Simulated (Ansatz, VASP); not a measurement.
# Two plane-wave programs on MoW3

```
Mo W
1.0
     4.41450    0.00000    0.00000
    -2.20725    3.82307    0.00000
     0.00000    0.00000    5.12034
Mo W
1 3
Direct
  0.00000 0.00000 0.95406
  0.00000 0.00000 0.47444
  0.33333 0.66667 0.28451
  0.66667 0.33333 0.28451
```

Alike in both runs: functional PBE; k mesh 6 × 6 × 4; occupations gaussian, width 0.2 eV; no spin polarisation.

Ansatz relaxed the structure, and its values are those at the end. VASP's run is a single point on that final structure, the one shown.

|  | VASP | Ansatz |
| --- | --- | --- |
| version | VASP 6.6.1 | Ansatz 0.2.0 |
| potentials or method | VASP PAW PBE potentials, release 64 (Mo_sv, W_sv), cutoff 500 eV | scalar-relativistic, plane waves, PAW |
| valence electrons in the cell | 56 | 56 |

|  | VASP | Ansatz | Ansatz less VASP |
| --- | --- | --- | --- |
| gap on the k mesh at the Fermi level (eV) | none | none | - |
| pressure (GPa) | 1.1 | 0.6 | -0.52 |
| rms of the force components (eV/Å) | 0.038 | 0.021 | -0.0173 |

A gap of «none» marks a metal or a gap that the smearing closes.

Neither program's run includes spin-orbit coupling.
